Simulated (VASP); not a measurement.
Input of a VASP 6.6.1 run:

Contents of POSCAR:

```
Ti
1.0
    0.0000000000      2.0633980506      2.0633980506
    2.0633980506      0.0000000000      2.0633980506
    2.0633980506      2.0633980506      0.0000000000
Ti
1
Direct
    0.0000000000      0.0000000000      0.0000000000
```

File INCAR.step1:

```
SYSTEM = Ti
ALGO = Normal
EDIFF = 1E-4
ENCUT = 520
GGA = PE
ISMEAR = -1
LASPH = .TRUE.
LCHARG = .FALSE.
LREAL = .FALSE.
LWAVE = .TRUE.
NBANDS = 12
NELM = 80
PREC = Accurate
SIGMA = 0.1
```

INCAR.step2

```
SYSTEM = Ti
ALGO = Normal
EDIFF = 1E-6
ENCUT = 520
ISIF = 2
ISMEAR = -1
ISTART = 1
LASPH = .TRUE.
LCHARG = .FALSE.
LMIXTAU = .TRUE.
LREAL = .FALSE.
LWAVE = .FALSE.
METAGGA = R2SCAN
NBANDS = 12
NELM = 80
PREC = Accurate
SIGMA = 0.1
```

The input KPOINTS:

```
k-points
0
G
  14 14 14
  0 0 0
```

Potentials or basis: VASP PAW PBE potentials, release 64 (Ti_sv).

Launch:

```console
$ cat potpaw_PBE.64/Ti_sv/POTCAR > POTCAR
$ cp INCAR.step1 INCAR
$ mpirun -np 1 vasp_std > vasp.out
$ cp INCAR.step2 INCAR
$ mpirun -np 1 vasp_std > vasp.out
```

What does it give for the pressure?

-0.7 GPa.

Predict the band gap on the k mesh.

zero (band 6 reaches 9.10 eV, above the bottom of band 7 at 7.76 eV).

Caveat: the PAW data sets were made with another functional, which shifts forces and pressure a little.
